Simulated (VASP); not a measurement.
A run of VASP 6.6.1 is set up as follows.

POSCAR

```
KF
1.0
    0.0000000000      2.8071750000      2.5398250000
    2.8071750000      0.0000000000      2.5398250000
    2.8071750000      2.8071750000      0.0000000000
K F
1 1
Direct
    0.0000000000      0.0000000000      0.0000000000
    0.5000000000      0.5000000000      0.5000000000
```

INCAR.step1

```
ALGO = Normal
EDIFF = 1E-4
ENCUT = 520
GGA = PE
ISMEAR = 0
LASPH = True
LCHARG = False
LREAL = False
LWAVE = True
NBANDS = 15
NELM = 100
PREC = Accurate
SIGMA = 0.05
```

Contents of INCAR.step2:

```
ALGO = Normal
EDIFF = 1E-7
ENCUT = 520
ISIF = 2
ISMEAR = 0
ISTART = 1
LASPH = True
LCHARG = False
LMIXTAU = True
LREAL = False
LWAVE = False
METAGGA = R2SCAN
NBANDS = 15
NELM = 100
PREC = Accurate
SIGMA = 0.05
```

Contents of KPOINTS:

```
k-points
0
Gamma
  8 8 8
```

Potentials or basis: VASP PAW PBE potentials, release 64 (K_sv, F).

Launch:

```sh
$ cat potpaw_PBE.64/K_sv/POTCAR potpaw_PBE.64/F/POTCAR > POTCAR
$ cp INCAR.step1 INCAR
$ mpirun -np 1 vasp_std > vasp.out
$ cp INCAR.step2 INCAR
$ mpirun -np 1 vasp_std > vasp.out
```

(1) Predict the band gap on the k mesh.

(2) Predict the pressure.

Results:

(1) 6.42 eV, direct.

(2) -1.1 GPa.

Caveat: the cell differs from its parent crystal (strain +0.050 along x and y, -0.050 along z); the PAW data sets were made with another functional, which shifts forces and pressure a little.
